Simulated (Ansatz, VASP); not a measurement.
# BN: VASP beside Ansatz

```
CELL_PARAMETERS angstrom
4.16519 -0.02558 0.01739
1.14191 2.22800 -0.00012
3.02329 -0.84533 2.08910
ATOMIC_POSITIONS crystal
B 0.00007 0.00007 0.99993
N 0.66663 0.66663 0.33337
```

Alike in both runs: functional PBEsol; k mesh 12 × 12 × 12; no spin polarisation.

Ansatz relaxed the structure, and its values are those at the end. VASP's run is a single point on that final structure, the one shown.

```csv
,VASP,Ansatz
version,VASP 6.6.1,Ansatz 0.2.0
potentials or method,"VASP PAW PBE potentials, release 64 (B, N)","plane waves, PAW"
plane-wave cutoff (eV),520,420
occupations,"gaussian, width 0.01 eV",fixed
valence electrons in the cell,8,8
```

```tsv
	VASP	Ansatz	Ansatz less VASP
pressure (GPa)	0.3	0.0	-0.28
```

VASP's potentials were made for PBE, not for PBEsol.
